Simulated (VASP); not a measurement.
Crystal: B3P2.

```
CELL_PARAMETERS angstrom
3.39427 0.00000 0.00000
-1.69713 2.93952 0.00000
0.00000 0.00000 5.28093
ATOMIC_POSITIONS crystal
B 0.00000 0.00000 0.00000
B 0.33333 0.66667 0.64500
B 0.66667 0.33333 0.35500
P 0.33333 0.66667 0.24500
P 0.66667 0.33333 0.75500
```

| Property | Result |
| --- | --- |
| Program | VASP 6.6.1 |
| Task | relaxation of cell and atoms |
| Functional | PBE |
| Potentials or basis | VASP PAW PBE potentials, release 64 (B, P) |
| Cutoff | 600 eV |
| k mesh | 6 × 6 × 4 |
| Occupations | gaussian, width 0.1 eV |
| Spin | no spin polarisation |

At the start: pressure -2.1 GPa; volume 10.54 Å³/atom.

Q: Where does the relaxation end?

A: Over 46 steps the energy falls by 553.7 meV/atom and the volume is 10.49 Å³/atom (-0.5 %); space group P-3m1 (No. 164, to 0.05 Å).

The path:
| step | energy change (eV) | largest force (eV/Å) | pressure (GPa) | volume (Å³) |
| --- | --- | --- | --- | --- |
| 1 | 0.0000 | 0.5427 | -2.10 | 52.69 |
| 3 | -0.1743 | 1.2424 | 18.18 | 47.61 |
| 5 | -0.5583 | 0.5710 | -2.12 | 52.72 |
| 7 | -0.5746 | 0.4080 | 0.63 | 51.79 |
| 9 | -0.6101 | 0.1877 | -1.83 | 52.45 |
| 11 | -0.6224 | 0.3134 | 0.96 | 51.33 |
| 13 | -0.6728 | 0.3661 | -0.01 | 50.47 |
| 15 | -1.0648 | 1.7332 | 3.09 | 46.46 |
| 17 | -1.0853 | 2.1932 | 12.84 | 45.17 |
| 19 | -1.1315 | 1.9849 | 6.95 | 45.90 |
| 21 | -1.1486 | 2.0458 | 8.86 | 45.70 |
| 23 | -1.1784 | 2.1606 | 11.88 | 45.47 |
| 25 | -1.3627 | 2.1602 | 13.16 | 45.74 |
| 27 | -2.1647 | 1.6708 | 17.18 | 46.81 |
| 29 | -2.3917 | 1.1620 | 17.95 | 47.35 |
| 31 | -2.6016 | 0.6484 | 10.41 | 49.42 |
| 33 | -2.6655 | 0.5723 | 3.12 | 51.53 |
| 35 | -2.7150 | 0.2224 | 0.33 | 52.26 |
| 37 | -2.7285 | 0.1355 | -0.17 | 52.45 |
| 39 | -2.7272 | 0.9828 | 0.88 | 52.38 |
| 41 | -2.7502 | 0.4436 | 0.17 | 52.45 |
| 43 | -2.7552 | 0.3951 | 0.21 | 52.49 |
| 45 | -2.7666 | 0.1066 | -0.83 | 52.63 |
| 46 | -2.7684 | 0.0228 | -0.45 | 52.44 |

Final structure:
```xyz
5
Lattice="3.0724 0.0000 0.0000 -1.5362 2.6608 0.0000 0.0000 0.0000 6.4146" Properties=species:S:1:pos:R:3 pbc="T T T"
B     0.0000    0.0000    0.0000
B     0.0000    1.7738    3.0455
B     1.5362    0.8869    3.3691
P     0.0000    1.7738    1.1594
P     1.5362    0.8869    5.2552
```
